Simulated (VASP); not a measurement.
## NiO2: single point with PBEsol

The system is NiO2.

```xyz
3
Lattice="2.8624 0.0000 0.0000 -1.4312 2.4789 0.0000 0.0000 0.0000 4.7038" Properties=species:S:1:pos:R:3 pbc="T T T"
Ni    0.0000    0.0000    2.3519
O     1.4312    0.8263    3.4711
O     0.0000    1.6526    1.2327
```

This cell differs from its parent crystal: c/a of the conventional cell at fixed volume 1.6433.

* Program: VASP 6.6.1
* Task: single point
* Functional: PBEsol
* Potentials or basis: VASP PAW PBE potentials, release 64 (Ni, O)
* Cutoff: 520 eV
* k mesh: 12 × 12 × 6
* Occupations: gaussian, width 0.05 eV
* Spin: no spin polarisation

```
Pressure               : -27.2 GPa
Largest force          : 3.051 eV/Å
Band gap on the k mesh : 0.60 eV, indirect (least direct gap 0.65 eV)
```

Forces in eV/Å, atoms in the order of the input:
```
Ni   0.000  0.000  0.000
O    0.000  0.000 -3.051
O    0.000  0.000  3.051
```

Stress tensor (GPa, compression positive):
```
-24.30   0.00   0.00
  0.00 -24.30   0.00
  0.00   0.00 -33.12
```

Levels at points of the mesh, in eV from the valence-band top:
| k point | band 8 | band 9 | band 10 | band 11 | band 12 | band 13 | band 14 | band 15 |
| --- | --- | --- | --- | --- | --- | --- | --- | --- |
| (0.00, 0.00, 0.00) | -0.70 | -0.55 | -0.55 | -0.36 | 1.63 | 1.63 | 6.51 | 10.61 |
| (0.50, 0.00, 0.00) | -1.82 | -1.49 | -1.21 | -0.69 | 1.32 | 1.65 | 10.99 | 11.72 |
| (0.00, 0.00, 0.50) | -1.65 | -0.64 | -0.64 | -0.37 | 1.71 | 1.71 | 8.02 | 9.70 |
| (0.50, 0.00, 0.50) | -1.56 | -1.31 | -1.21 | -0.74 | 1.35 | 1.50 | 10.68 | 11.26 |

Wall time 32 s on 1 thread of Intel(R) Xeon(R) Platinum 8488C (Sapphire Rapids), on a shared host, peak memory 0.19 GiB.

Caveat: the PAW data sets were made with another functional, which shifts forces and pressure a little. Spin polarisation is off, so any magnetic state and its effect on volume and gap are missing.
